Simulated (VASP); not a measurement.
Here is a VASP 6.6.1 calculation.

Contents of INCAR:

```
PREC = Accurate
ENCUT = 840
EDIFF = 1E-6
ISMEAR = 0
SIGMA = 0.1
LREAL = F
LASPH = T
NELM = 120
ALGO = Normal
ISIF = 2
LWAVE = F
LCHARG = F
GGA = PE
NBANDS = 15
GGA_COMPAT = F
```

KPOINTS

```
Automatic mesh
0
Gamma
  10 10 10
```

POSCAR

```
MgO
1.0
    0.0000000000      2.1066500000      2.1066500000
    2.1066500000      0.0000000000      2.1066500000
    2.1066500000      2.1066500000      0.0000000000
Mg O
1 1
Direct
    0.0000000000      0.0000000000      0.0000000000
    0.5000000000      0.5000000000      0.5000000000
```

Potentials or basis: VASP PAW PBE potentials, release 64 (Mg_sv, O).

The run is started by

```sh
$ cat potpaw_PBE.64/Mg_sv/POTCAR potpaw_PBE.64/O/POTCAR > POTCAR
$ mpirun -np 1 vasp_std > vasp.out
```

(1) Predict the pressure.

(2) Predict the band gap on the k mesh.

Results:

(1) 4.6 GPa.

(2) 4.73 eV.

Caveat: the cell stands under pressure.
